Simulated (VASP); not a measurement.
A run of VASP 6.6.1 is set up as follows.

File INCAR:

```
  PREC = Accurate
  ENCUT = 520
  EDIFF = 1E-6
  ISMEAR = 1
  SIGMA = 0.2
  LREAL = F
  LASPH = T
  NELM = 80
  ALGO = Normal
  ISIF = 2
  LWAVE = F
  LCHARG = F
  GGA = PS
  NBANDS = 35
```

KPOINTS

```
Automatic mesh
0
Gamma
  12 12 4
```

File POSCAR:

```
MoS2
1.0
    3.1779268178      0.0000000000      0.0000000000
   -1.5889634089      2.7521653556      0.0000000000
    0.0000000000      0.0000000000     11.4001768735
Mo S
2 4
Direct
    0.3333333333      0.6666666667      0.2500000000
    0.6666666667      0.3333333333      0.7500000000
    0.3333333333      0.6666666667      0.6259932117
    0.6666666667      0.3333333333      0.1259932117
    0.3333333333      0.6666666667      0.8740067883
    0.6666666667      0.3333333333      0.3740067883
```

Potentials or basis: VASP PAW PBE potentials, release 64 (Mo_sv, S).

Command:

```bash
$ cat potpaw_PBE.64/Mo_sv/POTCAR potpaw_PBE.64/S/POTCAR > POTCAR
$ mpirun -np 1 vasp_std > vasp.out
```

(1) Estimate the band gap on the k mesh.

(2) Predict the pressure.

Answers

(1) zero (bands 26 and 27 overlap by 0.32 eV).

(2) 14.8 GPa.

Caveat: the stress differs along the axes, from 8 to 29 GPa; the PAW data sets were made with another functional, which shifts forces and pressure a little; this functional lacks dispersion, which binds layers or chains, so the pressure and a relaxed spacing across them are unreliable.
